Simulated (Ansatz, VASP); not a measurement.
**One calculation of SiF, two programs**

File INCAR:

```
PREC = Accurate
ENCUT = 1350
EDIFF = 1E-7
ISMEAR = 0
SIGMA = 0.1
LREAL = False
LASPH = True
NELM = 120
ALGO = Normal
ISIF = 3
LWAVE = False
LCHARG = False
GGA = PE
IBRION = 2
NSW = 90
EDIFFG = -0.04
GGA_COMPAT = False
NELMIN = 4
```

The input KPOINTS:

```
regular mesh
0
Gamma
  6 6 6
```

File POSCAR:

```
SiF
1.0
    2.9566721500      0.0000000000      0.0000000000
   -1.4783360700      2.5605531900      0.0000000000
    0.0000000000      0.0000000000      2.8634110700
Si F
1 1
Direct
    0.6666666700      0.3333333300      0.0000000000
    0.0000000000      0.0000000000      0.5000000000
```

Input for Ansatz:

```yaml
crystal:
  lattice:
    - [2.95667215, 0.0, 0.0]
    - [-1.47833607, 2.56055319, 0.0]
    - [0.0, 0.0, 2.86341107]
  atoms:
    - { symbol: Si, position: [0.66666667, 0.33333333, 0.0] }
    - { symbol: F, position: [0.0, 0.0, 0.5] }
basis:
  ecutwfc: 420
kpoints:
  mp_grid: { grid: [6, 6, 6] }
hamiltonian:
  xc: pbe
scf:
  occupations: { method: gaussian, width: 0.1 }
  lower_state_search: "off"
output:
  forces: true
  stress: true
  eigenvalues: true
relax:
  adjacent_minimum: "off"
  f_tol: 0.04
  max_steps: 70
  cell: { stress_tol: 0.4 }
```

Change from the starting cell: species swapped into the CrC type (P-6m2, No. 187).

Alike in both runs: task relaxation of cell and atoms; functional PBE; k mesh 6 × 6 × 6; occupations gaussian, width 0.1 eV; no spin polarisation.

|  | VASP | Ansatz |
| --- | --- | --- |
| version | VASP 6.6.1 | Ansatz 0.2.0 |
| potentials or method | VASP PAW PBE potentials, release 64 (Si, F_h), cutoff 1350 eV | scalar-relativistic, plane waves, PAW |
| valence electrons in the cell | 11 | 11 |

Ansatz gave:

- gap on the k mesh at the Fermi level, each at its own relaxed structure (eV): none
- relaxed volume (Å³/atom): 12.25
- relaxed length of the cell vector where the two differ most in proportion (Å): 3.875

Question: Which values does VASP return?

Answer: gap on the k mesh at the Fermi level, each at its own relaxed structure (eV): none; relaxed volume (Å³/atom): 12.18; relaxed length of the cell vector where the two differ most in proportion (Å): 3.856.

A gap of «none» marks a metal or a gap that the smearing closes.

The k mesh is coarse, so the values compare programs but aren't converged.
